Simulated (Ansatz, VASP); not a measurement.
# CO2: VASP beside Ansatz

```
C O
1.0
     6.27107    0.00000    0.00000
     0.00000    6.27107    0.00000
     0.00000    0.00000    5.83335
C O
4 8
Direct
  0.00000 0.00000 0.00000
  0.50000 0.00000 0.50000
  0.50000 0.50000 0.00000
  0.00000 0.50000 0.50000
  0.11148 0.11148 0.11148
  0.38852 0.88852 0.61148
  0.61148 0.38852 0.88852
  0.88852 0.61148 0.38852
  0.88852 0.88852 0.88852
  0.61148 0.11148 0.38852
  0.38852 0.61148 0.11148
  0.11148 0.38852 0.61148
```

Alike in both runs: task single point; functional PBE; k mesh 4 × 4 × 4; occupations gaussian, width 0.05 eV; no spin polarisation.

```csv
,VASP,Ansatz
version,VASP 6.6.1,Ansatz 0.2.0
potentials or method,"VASP PAW PBE potentials, release 64 (C, O), cutoff 520 eV","scalar-relativistic, plane waves, PAW"
valence electrons in the cell,64,64
```

Ansatz gave:

```
gap on the k mesh at the Fermi level (eV)                     : 6.48
least direct gap on the mesh (eV)                             : 6.48
pressure (GPa)                                                : -2.9
traceless stress, the component that is largest in VASP (GPa) : 0.41
rms of the force components (eV/Å)                            : 0.625
```

Task: What did VASP give for the same quantities?

Result: gap on the k mesh at the Fermi level (eV): 6.46; least direct gap on the mesh (eV): 6.46; pressure (GPa): -1.9; traceless stress, the component that is largest in VASP (GPa): 0.29; rms of the force components (eV/Å): 0.353.

Atom by atom the forces differ by 0.272 eV/Å (rms over components). One of these differences is far larger than is usual between the two programs; its cause wasn't traced.

Noted on VASP's run: the standard files for N, O and F lose accuracy on very short bonds.
